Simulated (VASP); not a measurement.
# BaTe (Fm-3m) in VASP: a series of runs

Runs on BaTe. Level: PBEsol. Tasks: elastic constants.

Everything below comes from runs of VASP 6.6.1. Logs are shortened: lines on timing, memory, paths and dates and some standing lists are left out, and cuts for length are marked.

## Step 1: The cell of the first run

It takes space group Fm-3m (No. 225, cubic). Conventional cell: a = 6.943 Å, b = 6.943 Å, c = 6.943 Å, α = 90.00°, β = 90.00°, γ = 90.00°. Within 4.6 Å of Ba (site symmetry m-3m) lie 6 Te at 3.47 Å. Within 4.6 Å of Te (site symmetry m-3m) lie 6 Ba at 3.47 Å.

## Step 2: Elastic constants, PBEsol

INCAR

```
SYSTEM = BaTe
  PREC = Accurate
  ENCUT = 600
  EDIFF = 1E-8
  ISMEAR = 0
  SIGMA = 0.01
  LREAL = .FALSE.
  LASPH = .TRUE.
  NELM = 80
  ALGO = Normal
  ISIF = 3
  LWAVE = .FALSE.
  LCHARG = .FALSE.
  GGA = PS
  NBANDS = 15
  IBRION = 6
  NFREE = 2
  POTIM = 0.015
  NSW = 1
```

KPOINTS

```
Automatic mesh
0
G
  6 6 6
  0 0 0
```

POSCAR

```
BaTe
1.0
    0.0000000000      3.4713739177      3.4713739177
    3.4713739177      0.0000000000      3.4713739177
    3.4713739177      3.4713739177      0.0000000000
Ba Te
1 1
Direct
    0.0000000000      0.0000000000      0.0000000000
    0.5000000000      0.5000000000      0.5000000000
```

Potentials or basis: VASP PAW PBE potentials, release 64 (Ba_sv, Te).

Run with:

```console
$ cat potpaw_PBE.64/Ba_sv/POTCAR potpaw_PBE.64/Te/POTCAR > POTCAR
$ mpirun -np 1 vasp_std > vasp.out
```

OUTCAR:

```text
SYSTEM = BaTe
   PREC = Accurate
   ENCUT = 600
   EDIFF = 1E-8
   ISMEAR = 0
   LREAL = .FALSE.
   LASPH = .TRUE.
   NELM = 80
   ISIF = 3
   GGA = PS
   IBRION = 6
   NFREE = 2
   POTIM = 0.015
   NSW = 1

 ion  position               nearest neighbor table
   1  0.000  0.000  0.000-   2 3.47   2 3.47   2 3.47   2 3.47   2 3.47   2 3.47
   2  0.500  0.500  0.500-   1 3.47   1 3.47   1 3.47   1 3.47   1 3.47   1 3.47

  LATTYP: Found a face centered cubic cell.
 ALAT       =     6.9427478354

  Lattice vectors:

 A1 = (   0.0000000000,   3.4713739177,   3.4713739177)
 A2 = (   3.4713739177,   0.0000000000,   3.4713739177)
 A3 = (   3.4713739177,   3.4713739177,   0.0000000000)

Analysis of symmetry for initial positions (statically):
=====================================================================
 Subroutine PRICEL returns:
 Original cell was already a primitive cell.

 Routine SETGRP: Setting up the symmetry group for a
 face centered cubic supercell.

 Subroutine GETGRP returns: Found 48 space group operations
 (whereof 48 operations were pure point group operations)
 out of a pool of 48 trial point group operations.

The static configuration has the point symmetry O_h .

Analysis of symmetry for dynamics (positions and initial velocities):
=====================================================================
 Subroutine PRICEL returns:
 Original cell was already a primitive cell.

 Routine SETGRP: Setting up the symmetry group for a
 face centered cubic supercell.

 Subroutine GETGRP returns: Found 48 space group operations
 (whereof 48 operations were pure point group operations)
 out of a pool of 48 trial point group operations.

The dynamic configuration has the point symmetry O_h .

 Subroutine INISYM returns: Found 48 space group operations
 (whereof 48 operations are pure point group operations),
 and found     1 'primitive' translations

----------------------------------------------------------------------------------------

                                     Primitive cell

  volume of cell :      83.6631

  direct lattice vectors                    reciprocal lattice vectors
     0.000000000  3.471373918  3.471373918    -0.144035189  0.144035189  0.144035189
     3.471373918  0.000000000  3.471373918     0.144035189 -0.144035189  0.144035189
     3.471373918  3.471373918  0.000000000     0.144035189  0.144035189 -0.144035189

  length of vectors
     4.909264074  4.909264074  4.909264074     0.249476266  0.249476266  0.249476266

  position of ions in fractional coordinates (direct lattice)
     0.000000000  0.000000000  0.000000000
     0.500000000  0.500000000  0.500000000

  ion indices of the primitive-cell ions
   primitive index   ion index
                 1           1
                 2           2

----------------------------------------------------------------------------------------

 KPOINTS: Automatic mesh

Automatic generation of k-mesh.
 Grid dimensions read from file:
 generate k-points for:    6    6    6

 Generating k-lattice:

  Cartesian coordinates                     Fractional coordinates (reciprocal lattice)
    -0.024005865  0.024005865  0.024005865     0.166666667  0.000000000  0.000000000
     0.024005865 -0.024005865  0.024005865     0.000000000  0.166666667  0.000000000
[... 105 lines left out ...]
  -------------------------------------------------------------------------------------
  Total        0.1938517      0.1938517      0.1938517      0.0000000     -0.0000000      0.0000000
  in kB        3.7123245      3.7123245      3.7123245      0.0000000     -0.0000000      0.0000000
  external PRESSURE =       3.7123245 kB  Pullay stress =       0.0000000 kB
[... 89 lines left out ...]
  FREE ENERGIE OF THE ION-ELECTRON SYSTEM (eV)
  ---------------------------------------------------
  free  energy   TOTEN  =        -9.1821259577 eV

  energy  without entropy=       -9.1821259577  energy(sigma->0) =       -9.18212596

[... ionic steps 4 to 14 ...]

--------------------------------------- Ionic step       15  -------------------------------------------

 number of electron      16.0000000 magnetization

------------------------ aborting loop because EDIFF is reached ----------------------------------------
[... 67 lines left out ...]
--------------------------------------- Ionic step       17  -------------------------------------------

 number of electron      15.9999999 magnetization

 Free energy of the ion-electron system (eV)
  ---------------------------------------------------
  ext. energy  EPLUGINS =         0.00000000
  ---------------------------------------------------
  free energy    TOTEN  =        -9.18993525 eV

  energy without entropy =       -9.18993525  energy(sigma->0) =       -9.18993525

 E-fermi :   2.3957     XC(G=0):  -8.5095

 val. band max:        2.3111305599   @ k =   0.0000   0.0000   0.0000
 cond. band min:       3.6845514589   @ k =   0.0000   0.5000   0.5000
 fundamental gap:      1.3734208990
 Fermi energy:         2.3957329799

 k-point     1 :       0.0000    0.0000    0.0000
  band No.  band energies     occupation
      1     -24.6084      2.00000
      2      -9.7533      2.00000
      3      -9.7532      2.00000
      4      -9.7532      2.00000
      5      -7.3237      2.00000
      6       2.3111      2.00000
      7       2.3111      2.00000
      8       2.3111      2.00000
      9       5.1586      0.00000
     10       5.1590      0.00000
     11       5.1590      0.00000
     12       5.1603      0.00000
     13       5.8308      0.00000
     14       5.8315      0.00000
[... 401 lines left out ...]
      2     -10.0530      2.00000
      3      -9.9235      2.00000
      4      -9.7994      2.00000
      5      -6.7774      2.00000
      6       0.6433      2.00000
      7       1.2780      2.00000
      8       1.3283      2.00000
      9       5.4406      0.00000
     10       6.8833      0.00000
     11       7.1231      0.00000
     12       7.2777      0.00000
     13       8.7480      0.00000
     14       8.9383      0.00000
     15      10.3743      0.00000

 [... further k-points ...]

------------------------ aborting loop because EDIFF is reached ----------------------------------------

  FORCE on cell =-STRESS in cart. coord.  units (eV):
  Direction    XX          YY          ZZ          XY          YZ          ZX
  --------------------------------------------------------------------------------------
  -------------------------------------------------------------------------------------
  Total        0.1975824      0.1934300      0.1934300      0.0000000     -0.0000000      0.0000000
  in kB        3.7837698      3.7042498      3.7042498      0.0000000     -0.0000000      0.0000000
  external PRESSURE =       3.7307565 kB  Pullay stress =       0.0000000 kB
[... 17 lines left out ...]
  FREE ENERGIE OF THE ION-ELECTRON SYSTEM (eV)
  ---------------------------------------------------
  free  energy   TOTEN  =        -9.1899352509 eV

  energy  without entropy=       -9.1899352509  energy(sigma->0) =       -9.18993525

 INTERNAL STRAIN TENSORS FROM STRAINED CELLS
 ============================================

 INTERNAL STRAIN TENSOR FOR ION    1 for displacements in x,y,z  (eV/Angst):
          X           Y           Z          XY          YZ          ZX
  --------------------------------------------------------------------------------
  x    -0.00000    -0.00000     0.00000     0.00000    -0.00000    -0.00000
  y     0.00000     0.00000    -0.00000    -0.00000     0.00000     0.00000
  z     0.00000     0.00000    -0.00000     0.00000    -0.00000     0.00000

 INTERNAL STRAIN TENSORS FROM DISPLACED ATOMS
 ============================================

 INTERNAL STRAIN TENSOR FOR ION    1 for displacements in x,y,z  (eV/Angst):
          X           Y           Z          XY          YZ          ZX
  --------------------------------------------------------------------------------
  x     0.00000     0.00000     0.00000     0.00000     0.00000     0.00000
  y     0.00000     0.00000     0.00000     0.00000     0.00000     0.00000
  z     0.00000     0.00000     0.00000     0.00000     0.00000     0.00000

 INTERNAL STRAIN TENSOR FOR ION    2 for displacements in x,y,z  (eV/Angst):
          X           Y           Z          XY          YZ          ZX
  --------------------------------------------------------------------------------
  x     0.00000     0.00000     0.00000     0.00000     0.00000     0.00000
  y     0.00000     0.00000     0.00000     0.00000     0.00000     0.00000
  z     0.00000     0.00000     0.00000     0.00000     0.00000     0.00000

 Eigenvectors and eigenvalues of the dynamical matrix
 ----------------------------------------------------

   1 f  =    2.927141 THz    18.391770 2PiTHz   97.638916 cm-1    12.105677 meV
             X         Y         Z           dx          dy          dz
      0.000000  0.000000  0.000000    -0.637906    0.270741    0.028972
      3.471374  3.471374  3.471374     0.662540   -0.281197   -0.030091
[... 21 lines left out ...]
   6 f/i=    0.001694 THz     0.010641 2PiTHz    0.056494 cm-1     0.007004 meV
             X         Y         Z           dx          dy          dz
      0.000000  0.000000  0.000000    -0.188974   -0.537393   -0.440947
      3.471374  3.471374  3.471374    -0.181947   -0.517412   -0.424552

--------------------------------------------------------------------------------------------------------

 ELASTIC MODULI CONTR FROM IONIC RELAXATION (kBar)
 Direction    XX          YY          ZZ          XY          YZ          ZX
 --------------------------------------------------------------------------------
 XX           0.0000      0.0000      0.0000      0.0000      0.0000      0.0000
 YY           0.0000      0.0000      0.0000      0.0000      0.0000      0.0000
 ZZ           0.0000      0.0000      0.0000      0.0000      0.0000      0.0000
 XY           0.0000      0.0000      0.0000      0.0000      0.0000      0.0000
 YZ           0.0000      0.0000      0.0000      0.0000      0.0000      0.0000
 ZX           0.0000      0.0000      0.0000      0.0000      0.0000      0.0000
 --------------------------------------------------------------------------------

 TOTAL ELASTIC MODULI (kBar)
 Direction    XX          YY          ZZ          XY          YZ          ZX
 --------------------------------------------------------------------------------
 XX         822.7495     85.3969     85.3969     -0.0000      0.0000     -0.0000
 YY          85.3969    822.7495     85.3969     -0.0000     -0.0000     -0.0000
 ZZ          85.3969     85.3969    822.7495     -0.0000      0.0000     -0.0000
 XY          -0.0000     -0.0000     -0.0000    109.9632      0.0000      0.0000
 YZ           0.0000     -0.0000      0.0000      0.0000    109.9632      0.0000
 ZX          -0.0000     -0.0000     -0.0000      0.0000      0.0000    109.9632
 --------------------------------------------------------------------------------
```

Wall time 5.7 min (1 thread of Intel Xeon 6975P-C (Granite Rapids), shared host); peak memory 0.36 GiB.

Results:

- Elastic constants C11, C12, C44: 82, 9, 11 GPa
- Voigt bulk modulus: 33 GPa
- Highest phonon frequency at Γ, LO-TO splitting left out: 98 cm⁻¹

Phonon frequencies in cm⁻¹ (negative: imaginary):
```
              q point     frequencies
(0.000, 0.000, 0.000)  0 0 0 98 98 98
```

Elastic tensor in Voigt notation (GPa, in the Cartesian axes of the cell as first typed):
```
82  9  9  0  0  0
 9 82  9  0  0  0
 9  9 82  0  0  0
 0  0  0 11  0  0
 0  0  0  0 11  0
 0  0  0  0  0 11
```

Clamped-ion elastic tensor (GPa):
```
82  9  9  0  0  0
 9 82  9  0  0  0
 9  9 82  0  0  0
 0  0  0 11  0  0
 0  0  0  0 11  0
 0  0  0  0  0 11
```

Caveat: the PAW data sets were made with another functional, which shifts forces and pressure a little; spin-orbit coupling is left out, which moves the levels of the heavy elements.

[end of part 1 of 2]
